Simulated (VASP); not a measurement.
# Mo3P4 (Pm-3m) in VASP: density of states with PBE

Aim: the density of states of Mo3P4 with PBE.

Everything below comes from runs of VASP 6.6.1. Logs are shortened: lines on timing, memory, paths and dates and some standing lists are left out, and cuts for length are marked.

### 1 The cell of the first run

It takes space group Pm-3m (No. 221, cubic). Conventional cell: a = 4.824 Å, b = 4.824 Å, c = 4.824 Å, α = 90.00°, β = 90.00°, γ = 90.00°. Within 3.2 Å of Mo (site symmetry 4/mmm) lie 4 P at 2.41 Å. Within 3.2 Å of P (site symmetry 4/mmm) lie 4 Mo at 2.41 Å and 2 P at 2.41 Å. Within 3.2 Å of P (site symmetry m-3m) lie 6 P at 2.41 Å.

### 2 Density of states, PBE

Input file POSCAR:

```
Mo3P4
1.0
    4.8241550863      0.0000000000      0.0000000000
    0.0000000000      4.8241550863      0.0000000000
    0.0000000000      0.0000000000      4.8241550863
Mo P
3 4
Direct
    0.0000000000      0.5000000000      0.5000000000
    0.5000000000      0.0000000000      0.5000000000
    0.5000000000      0.5000000000      0.0000000000
    0.5000000000      0.0000000000      0.0000000000
    0.0000000000      0.5000000000      0.0000000000
    0.0000000000      0.0000000000      0.5000000000
    0.0000000000      0.0000000000      0.0000000000
```

Input file INCAR.step1:

```
SYSTEM = Mo3P4
PREC = Accurate ; ENCUT = 520
EDIFF = 1E-6 ; ISMEAR = 0
SIGMA = 0.1 ; LREAL = .False.
LASPH = .True. ; NELM = 100
ALGO = Normal ; ISIF = 2
LWAVE = .False. ; LCHARG = .True.
LMAXMIX = 4 ; GGA = PE
NBANDS = 40
```

Input file KPOINTS.step1:

```
regular mesh
0
Gamma
  8 8 8
  0 0 0
```

Input file INCAR.step2:

```
SYSTEM = Mo3P4
PREC = Accurate ; ENCUT = 520
EDIFF = 1E-6 ; ISMEAR = -5
SIGMA = 0.1 ; LREAL = .False.
LASPH = .True. ; NELM = 100
ALGO = Normal ; ISIF = 2
LWAVE = .False. ; LCHARG = .False.
LMAXMIX = 4 ; GGA = PE
LORBIT = 11 ; NBANDS = 40
NEDOS = 2001 ; ICHARG = 11
```

Input file KPOINTS.step2:

```
regular mesh
0
Gamma
  12 12 12
  0 0 0
```

Potentials or basis: VASP PAW PBE potentials, release 64 (Mo_sv, P).

Command:

```
> cat potpaw_PBE.64/Mo_sv/POTCAR potpaw_PBE.64/P/POTCAR > POTCAR
> cp INCAR.step1 INCAR
> cp KPOINTS.step1 KPOINTS
> mpirun -np 1 vasp_std > vasp.out
> cp INCAR.step2 INCAR
> cp KPOINTS.step2 KPOINTS
> mpirun -np 1 vasp_std > vasp.out
```

OUTCAR:

```text
SYSTEM = Mo3P4
   PREC = Accurate
   ENCUT = 520
   EDIFF = 1E-6
   ISMEAR = -5
   LREAL = .False.
   LASPH = .True.
   NELM = 100
   ISIF = 2
   GGA = PE
   LORBIT = 11
   ICHARG = 11

 ion  position               nearest neighbor table
   1  0.000  0.500  0.500-   5 2.41   6 2.41   5 2.41   6 2.41   3 3.41   2 3.41   2 3.41   3 3.41
                             2 3.41   3 3.41   3 3.41   2 3.41
   2  0.500  0.000  0.500-   4 2.41   6 2.41   4 2.41   6 2.41   3 3.41   1 3.41   1 3.41   3 3.41
                             3 3.41   1 3.41   3 3.41   1 3.41
   3  0.500  0.500  0.000-   4 2.41   5 2.41   4 2.41   5 2.41   1 3.41   2 3.41   2 3.41   1 3.41
                             2 3.41   1 3.41   2 3.41   1 3.41
   4  0.500  0.000  0.000-   2 2.41   3 2.41   7 2.41   2 2.41   3 2.41   7 2.41
   5  0.000  0.500  0.000-   1 2.41   3 2.41   7 2.41   1 2.41   7 2.41   3 2.41
   6  0.000  0.000  0.500-   1 2.41   2 2.41   7 2.41   7 2.41   1 2.41   2 2.41
   7  0.000  0.000  0.000-   4 2.41   5 2.41   6 2.41   6 2.41   5 2.41   4 2.41

  LATTYP: Found a simple cubic cell.
 ALAT       =     4.8241550863

  Lattice vectors:

 A1 = (   4.8241550863,   0.0000000000,   0.0000000000)
 A2 = (   0.0000000000,   4.8241550863,   0.0000000000)
 A3 = (   0.0000000000,   0.0000000000,   4.8241550863)

Analysis of symmetry for initial positions (statically):
=====================================================================
 Subroutine PRICEL returns:
 Original cell was already a primitive cell.

 Routine SETGRP: Setting up the symmetry group for a
 simple cubic supercell.

 Subroutine GETGRP returns: Found 48 space group operations
 (whereof 48 operations were pure point group operations)
 out of a pool of 48 trial point group operations.

The static configuration has the point symmetry O_h .

Analysis of symmetry for dynamics (positions and initial velocities):
=====================================================================
 Subroutine PRICEL returns:
 Original cell was already a primitive cell.

 Routine SETGRP: Setting up the symmetry group for a
 simple cubic supercell.

 Subroutine GETGRP returns: Found 48 space group operations
 (whereof 48 operations were pure point group operations)
 out of a pool of 48 trial point group operations.

The dynamic configuration has the point symmetry O_h .

 Subroutine INISYM returns: Found 48 space group operations
 (whereof 48 operations are pure point group operations),
 and found     1 'primitive' translations

----------------------------------------------------------------------------------------

[... 123 lines left out ...]
     AMIX     =   0.40;   BMIX     =  1.00
     AMIX_MAG =   1.60;   BMIX_MAG =  1.00
  volume/ion in A,a.u.               =      16.04       108.23
  Fermi-wavevector in a.u.,A,eV,Ry     =   1.343128  2.538144 24.544820  1.803993
  Thomas-Fermi vector in A             =   2.471227
   LORBIT       =     11    0 simple, 1 ext, 2 COOP (PROOUT), +10 PAW based schemes
   GGA     = PE    functional components
   LHFCALC =     F    Hartree Fock is set to
   AEXX    =    0.0000 exact exchange contribution
   IVDW    =     0    specifies the selected vdW correction
   LEPSILON=     F    determine dielectric tensor
   LRPA    =     F    only Hartree local field effects (RPA)
 non-spin polarized calculation
 Fermi weights with tetrahedron method with Bloechl corrections
  energy-cutoff  :      520.00
  volume of cell :      112.27
 maximum number of plane-waves:      3056
 NGX is ok and might be reduce to    36

 number of electron      61.9999999 magnetization

 Free energy of the ion-electron system (eV)
  ---------------------------------------------------
  ext. energy  EPLUGINS =         0.00000000
  ---------------------------------------------------
  free energy    TOTEN  =       -51.75417916 eV

  energy without entropy =      -51.75417916  energy(sigma->0) =      -51.75417916

 E-fermi :   9.6550     XC(G=0): -11.8293

 val. band max:        9.6741025813   @ k =   0.4167   0.3333   0.1667
 cond. band min:       9.6070443090   @ k =   0.0833   0.0000   0.0000
 fundamental gap:     -0.0670582723
 Fermi energy:         9.6550215163

 k-point     1 :       0.0000    0.0000    0.0000
  band No.  band energies     occupation
      1     -51.3191      2.00000
      2     -51.2981      2.00000
      3     -51.2981      2.00000
      4     -25.5557      2.00000
      5     -25.5557      2.00000
      6     -25.5557      2.00000
[... 1021 lines left out ...]
     39      12.6865      0.00000
     40      13.1200      0.00000

 [... further k-points ...]

------------------------ aborting loop because EDIFF is reached ----------------------------------------

  FORCE on cell =-STRESS in cart. coord.  units (eV):
  Direction    XX          YY          ZZ          XY          YZ          ZX
  --------------------------------------------------------------------------------------
  -------------------------------------------------------------------------------------
  Total        0.4971933      0.4971933      0.4971933      0.0000000      0.0000000      0.0000000
  in kB        7.0953217      7.0953217      7.0953217      0.0000000      0.0000000      0.0000000
  external PRESSURE =       7.0953217 kB  Pullay stress =       0.0000000 kB

 VOLUME and BASIS-vectors are now :
 -----------------------------------------------------------------------------
  energy-cutoff  :      520.00
  volume of cell :      112.27
      direct lattice vectors                 reciprocal lattice vectors
     4.824155086  0.000000000  0.000000000     0.207290185  0.000000000  0.000000000
     0.000000000  4.824155086  0.000000000     0.000000000  0.207290185  0.000000000
     0.000000000  0.000000000  4.824155086     0.000000000  0.000000000  0.207290185

 POSITION                                       TOTAL-FORCE (eV/Angst)
 -----------------------------------------------------------------------------------
      0.00000      2.41208      2.41208         0.000000      0.000000      0.000000
      2.41208      0.00000      2.41208         0.000000      0.000000      0.000000
      2.41208      2.41208      0.00000         0.000000      0.000000      0.000000
      2.41208      0.00000      0.00000         0.000000      0.000000      0.000000
      0.00000      2.41208      0.00000         0.000000      0.000000      0.000000
      0.00000      0.00000      2.41208         0.000000      0.000000      0.000000
      0.00000      0.00000      0.00000         0.000000      0.000000      0.000000
 -----------------------------------------------------------------------------------
    total drift:                                0.000000      0.000000      0.000000

  FREE ENERGIE OF THE ION-ELECTRON SYSTEM (eV)
  ---------------------------------------------------
  free  energy   TOTEN  =       -51.7541791622 eV

  energy  without entropy=      -51.7541791622  energy(sigma->0) =      -51.75417916

 total charge

# of ion       s       p       d       tot
------------------------------------------
    1        2.272   6.151   3.924  12.347
    2        2.272   6.151   3.924  12.347
    3        2.272   6.151   3.924  12.347
    4        1.036   1.506   0.000   2.543
    5        1.036   1.506   0.000   2.543
    6        1.036   1.506   0.000   2.543
    7        1.146   1.191   0.000   2.337
--------------------------------------------------
tot         11.071  24.164  11.773  47.008
```

Run time: 2.9 min. Hardware: 1 thread of Intel Xeon Platinum 8375C at 2.90GHz (Ice Lake), shared host; peak memory 0.39 GiB.

Results:

```yaml
Valence_electrons_inside_the_program's_atomic_spheres: Mo 12.35; P 2.54, 2.34
```

Levels at points of the mesh, in eV from the Fermi level:
| k point | band 28 | band 29 | band 30 | band 31 | band 32 | band 33 | band 34 | band 35 |
| --- | --- | --- | --- | --- | --- | --- | --- | --- |
| (0.00, 0.00, 0.00) | -1.22 | -1.22 | -0.97 | -0.97 | -0.97 | -0.41 | -0.37 | -0.37 |
| (0.50, 0.00, 0.00) | -0.50 | -0.50 | -0.44 | -0.26 | -0.07 | 0.09 | 0.09 | 0.46 |
| (0.50, 0.50, 0.00) | -0.70 | -0.70 | -0.55 | -0.55 | -0.26 | 0.14 | 0.65 | 1.68 |
| (0.50, 0.50, 0.50) | -1.08 | -0.25 | -0.25 | -0.25 | -0.18 | 1.07 | 1.07 | 1.07 |

Caveat: tetrahedron occupations give inexact forces and stress in metals.
